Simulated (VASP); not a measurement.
# SiC (P6_3mc) in VASP: notebook, part 2 of 2

VASP 6.6.1. Earlier steps stand in the parts before.

### 5 Single point, PBE

This run uses another cell than the first one: it holds 72 atoms, not 4.

File INCAR:

```
PREC = Accurate
ENCUT = 520
EDIFF = 1E-6
ISMEAR = 0
SIGMA = 0.01
LREAL = Auto
LASPH = T
NELM = 80
ALGO = Normal
ISIF = 2
LWAVE = F
LCHARG = F
GGA = PE
NBANDS = 186
```

File KPOINTS:

```
Automatic mesh
0
Gamma
  1 1 1
```

File POSCAR:

```
SiC
1.0
    4.6379047741     -8.0330867095      0.0000000000
   -9.2758095483      0.0000000000      0.0000000000
    0.0000000000      0.0000000000    -10.1485845858
Si C
36 36
Direct
    0.4444444444      0.5555555556      0.2502091464
    0.4444444444      0.5555555556      0.7502091464
    0.1111111111      0.5555555556      0.2502091464
    0.1111111111      0.5555555556      0.7502091464
    0.7777777778      0.5555555556      0.2502091464
    0.7777777778      0.5555555556      0.7502091464
    0.4444444444      0.2222222222      0.2502091464
    0.4444444444      0.2222222222      0.7502091464
    0.1111111111      0.2222222222      0.2502091464
    0.1111111111      0.2222222222      0.7502091464
    0.7777777778      0.2222222222      0.2502091464
    0.7777777778      0.2222222222      0.7502091464
    0.4444444444      0.8888888889      0.2502091464
    0.4444444444      0.8888888889      0.7502091464
    0.1111111111      0.8888888889      0.2502091464
    0.1111111111      0.8888888889      0.7502091464
    0.7777777778      0.8888888889      0.2502091464
    0.7777777778      0.8888888889      0.7502091464
    0.5555555556      0.4444444444      0.0002091464
    0.5555555556      0.4444444444      0.5002091464
    0.2222222222      0.4444444444      0.0002091464
    0.2222222222      0.4444444444      0.5002091464
    0.8888888889      0.4444444444      0.0002091464
    0.8888888889      0.4444444444      0.5002091464
    0.5555555556      0.1111111111      0.0002091464
    0.5555555556      0.1111111111      0.5002091464
    0.2222222222      0.1111111111      0.0002091464
    0.2222222222      0.1111111111      0.5002091464
    0.8888888889      0.1111111111      0.0002091464
    0.8888888889      0.1111111111      0.5002091464
    0.5555555556      0.7777777778      0.0002091464
    0.5555555556      0.7777777778      0.5002091464
    0.2222222222      0.7777777778      0.0002091464
    0.2222222222      0.7777777778      0.5002091464
    0.8888888889      0.7777777778      0.0002091464
    0.8888888889      0.7777777778      0.5002091464
    0.4444444444      0.5555555556      0.0622908536
    0.4444444444      0.5555555556      0.5622908536
    0.1111111111      0.5555555556      0.0622908536
    0.1111111111      0.5555555556      0.5622908536
    0.7777777778      0.5555555556      0.0622908536
    0.7777777778      0.5555555556      0.5622908536
    0.4444444444      0.2222222222      0.0622908536
    0.4444444444      0.2222222222      0.5622908536
    0.1111111111      0.2222222222      0.0622908536
    0.1111111111      0.2222222222      0.5622908536
    0.7777777778      0.2222222222      0.0622908536
    0.7777777778      0.2222222222      0.5622908536
    0.4444444444      0.8888888889      0.0622908536
    0.4444444444      0.8888888889      0.5622908536
    0.1111111111      0.8888888889      0.0622908536
    0.1111111111      0.8888888889      0.5622908536
    0.7777777778      0.8888888889      0.0622908536
    0.7777777778      0.8888888889      0.5622908536
    0.5555555556      0.4444444444      0.3122908536
    0.5555555556      0.4444444444      0.8122908536
    0.2222222222      0.4444444444      0.3122908536
    0.2222222222      0.4444444444      0.8122908536
    0.8888888889      0.4444444444      0.3122908536
    0.8888888889      0.4444444444      0.8122908536
    0.5555555556      0.1111111111      0.3122908536
    0.5555555556      0.1111111111      0.8122908536
    0.2222222222      0.1111111111      0.3122908536
    0.2222222222      0.1111111111      0.8122908536
    0.8888888889      0.1111111111      0.3122908536
    0.8888888889      0.1111111111      0.8122908536
    0.5555555556      0.7777777778      0.3122908536
    0.5555555556      0.7777777778      0.8122908536
    0.2222222222      0.7777777778      0.3122908536
    0.2222222222      0.7777777778      0.8122908536
    0.8888888889      0.7777777778      0.3122908536
    0.8888888889      0.7777777778      0.8122908536
```

Started as:

```sh
$ cat potpaw_PBE.64/Si/POTCAR potpaw_PBE.64/C/POTCAR > POTCAR
$ mpirun -np 1 vasp_gam > vasp.out
```

It took 4.2 min on 1 thread of Intel Xeon Platinum 8488C (Sapphire Rapids), shared host; peak memory 0.72 GiB.

The run converged. Its results:

| Quantity | Value |
| --- | --- |
| Free energy | -532.9852 eV |
| Pressure | 0.7 GPa |
| Largest force | 0.155 eV/Å |
| Band gap on the k mesh | 2.23 eV |

Forces on the atoms (eV/Å):
```
Si   0.000  0.000 -0.155
Si   0.000  0.000 -0.155
Si   0.000  0.000 -0.155
Si   0.000  0.000 -0.155
Si   0.000  0.000 -0.155
Si   0.000  0.000 -0.155
Si   0.000  0.000 -0.155
Si   0.000  0.000 -0.155
Si   0.000  0.000 -0.155
Si   0.000  0.000 -0.155
Si   0.000  0.000 -0.155
Si   0.000  0.000 -0.155
Si   0.000  0.000 -0.155
Si   0.000  0.000 -0.155
Si   0.000  0.000 -0.155
Si   0.000  0.000 -0.155
Si   0.000  0.000 -0.155
Si   0.000  0.000 -0.155
Si   0.000  0.000 -0.155
Si   0.000  0.000 -0.155
Si   0.000  0.000 -0.155
Si   0.000  0.000 -0.155
Si   0.000  0.000 -0.155
Si   0.000  0.000 -0.155
Si   0.000  0.000 -0.155
Si   0.000  0.000 -0.155
Si   0.000  0.000 -0.155
Si   0.000  0.000 -0.155
Si   0.000  0.000 -0.155
Si   0.000  0.000 -0.155
Si   0.000  0.000 -0.155
Si   0.000  0.000 -0.155
Si   0.000  0.000 -0.155
Si   0.000  0.000 -0.155
Si   0.000  0.000 -0.155
Si   0.000  0.000 -0.155
C    0.000  0.000  0.155
C    0.000  0.000  0.155
C    0.000  0.000  0.155
C    0.000  0.000  0.155
C    0.000  0.000  0.155
C    0.000  0.000  0.155
C    0.000  0.000  0.155
C    0.000  0.000  0.155
C    0.000  0.000  0.155
C    0.000  0.000  0.155
C    0.000  0.000  0.155
C    0.000  0.000  0.155
C    0.000  0.000  0.155
C    0.000  0.000  0.155
C    0.000  0.000  0.155
C    0.000  0.000  0.155
C    0.000  0.000  0.155
C    0.000  0.000  0.155
C    0.000  0.000  0.155
C    0.000  0.000  0.155
C    0.000  0.000  0.155
C    0.000  0.000  0.155
C    0.000  0.000  0.155
C    0.000  0.000  0.155
C    0.000  0.000  0.155
C    0.000  0.000  0.155
C    0.000  0.000  0.155
C    0.000  0.000  0.155
C    0.000  0.000  0.155
C    0.000  0.000  0.155
C    0.000  0.000  0.155
C    0.000  0.000  0.155
C    0.000  0.000  0.155
C    0.000  0.000  0.155
C    0.000  0.000  0.155
C    0.000  0.000  0.155
```

Stress tensor (GPa, compression positive):
```
 1.79  0.00  0.00
 0.00  1.79  0.00
 0.00  0.00 -1.47
```

Levels at points of the mesh, in eV from the valence-band top:
```
           k point  band 142  band 143  band 144  band 145  band 146  band 147
(0.00, 0.00, 0.00)     -0.12      0.00      0.00      2.23      2.23      3.26
```

Caveat: the k points lie up to 0.78 Å⁻¹ apart.

### 6 The runs side by side

| task | cell | k mesh | smearing | gap on the mesh (eV) | pressure (GPa) |
| --- | --- | --- | --- | --- | --- |
| single point | a = 3.092, b = 3.092, c = 5.277 Å, angles 90.0, 90.0, 120.0°, 4 atoms | 12 × 12 × 6 | gaussian 0.02 eV | 2.13 | -7.4 |
| relaxation of the atoms | atoms relaxed from a = 3.092, b = 3.092, c = 4.973 Å, angles 90.0, 90.0, 120.0°, 4 atoms | 12 × 12 × 6 | gaussian 0.02 eV | 2.34 | 4.4 |
| relaxation of the atoms | atoms relaxed from a = 3.092, b = 3.092, c = 5.176 Å, angles 90.0, 90.0, 120.0°, 4 atoms | 12 × 12 × 6 | gaussian 0.02 eV | 2.21 | -4.0 |
| single point | a = 9.276, b = 9.276, c = 10.149 Å, angles 90.0, 90.0, 120.0°, 72 atoms | 1 × 1 × 1 | gaussian 0.01 eV | 2.23 | 0.7 |

Alike in all rows: level PBE; potentials or basis VASP PAW PBE potentials, release 64 (Si, C); no spin polarisation; cutoff (eV) 520.

Caveats: some runs use coarse meshes.

Absolute energies hang on the potentials; compare differences alone.
